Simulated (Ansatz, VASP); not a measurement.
One calculation of Sn, two programs

POSCAR

```
Sn
1.0
   -2.0426281431      2.0426281431      1.6717587207
    2.0426281431     -2.0426281431      1.6717587207
    2.0426281431      2.0426281431     -1.6717587207
Sn
1
Direct
    0.0000000000      0.0000000000      0.0000000000
```

INCAR.step1

```
PREC     = Accurate       # precision mode
ENCUT    = 520            # plane-wave cutoff, eV
EDIFF    = 1E-5           # SCF threshold, eV
ISMEAR   = -1             # smearing method
SIGMA    = 0.05           # smearing width, eV
LREAL    = False          # projectors in reciprocal space
LASPH    = True           # aspherical terms in the spheres
NELM     = 80             # most SCF steps
ALGO     = Normal         # electronic algorithm
ISIF     = 2              # what is computed and relaxed
LWAVE    = True           # write WAVECAR
GGA      = PE             # functional
NBANDS   = 13             # bands
```

The input INCAR.step2:

```
PREC     = Accurate       # precision mode
ENCUT    = 520            # plane-wave cutoff, eV
EDIFF    = 1E-6           # SCF threshold, eV
ISMEAR   = -1             # smearing method
SIGMA    = 0.05           # smearing width, eV
LREAL    = False          # projectors in reciprocal space
LASPH    = True           # aspherical terms in the spheres
NELM     = 80             # most SCF steps
ALGO     = Normal         # electronic algorithm
ISIF     = 2              # what is computed and relaxed
LWAVE    = False          # write WAVECAR
LCHARG   = True           # write CHGCAR
GGA      = PE             # functional
LHFCALC  = True           # exact exchange
AEXX     = 0.25           # exact-exchange fraction
PRECFOCK = Normal       
LELF     = True           # ELF
LVHAR    = True         
ISTART   = 1            
NBANDS   = 13             # bands
```

File KPOINTS:

```
regular mesh
0
Gamma
  6 6 6
```

The input input.yaml:

```yaml
crystal:
  lattice:
    - [-2.0426281431, 2.0426281431, 1.6717587207]
    - [2.0426281431, -2.0426281431, 1.6717587207]
    - [2.0426281431, 2.0426281431, -1.6717587207]
  atoms:
    - { symbol: Sn, position: [0.0, 0.0, 0.0] }
hamiltonian:
  xc: pbe0
  pseudopotentials: { kind: paw }
kpoints:
  mp_grid: { grid: [6, 6, 6] }
scf:
  occupations: { method: fermi_dirac, width: 0.05 }
output:
  forces: true
  stress: true
  eigenvalues: true
```

Alike in both runs: task single point; functional PBE0; k mesh 6 × 6 × 6; occupations fermi-dirac, width 0.05 eV; no spin polarisation.

```csv
,VASP,Ansatz
version,VASP 6.6.1,Ansatz 0.2.0
potentials or method,"VASP PAW PBE potentials, release 64 (Sn_d)",Ansatz PAW
plane-wave cutoff (eV),520,420
valence electrons in the cell,14,14
```

```tsv
	VASP	Ansatz	Ansatz less VASP
gap on the k mesh at the Fermi level (eV)	none	none	-
pressure (GPa)	-0.9	-1.4	-0.54
traceless stress, the component that is largest in VASP (GPa)	-1.52	-0.91	+0.609
```

A gap of «none» marks a metal or a gap that the smearing closes. With one functional, cell and mesh, what is left measures potentials, basis and numerics.

The k mesh is coarse, so the values compare programs but aren't converged.
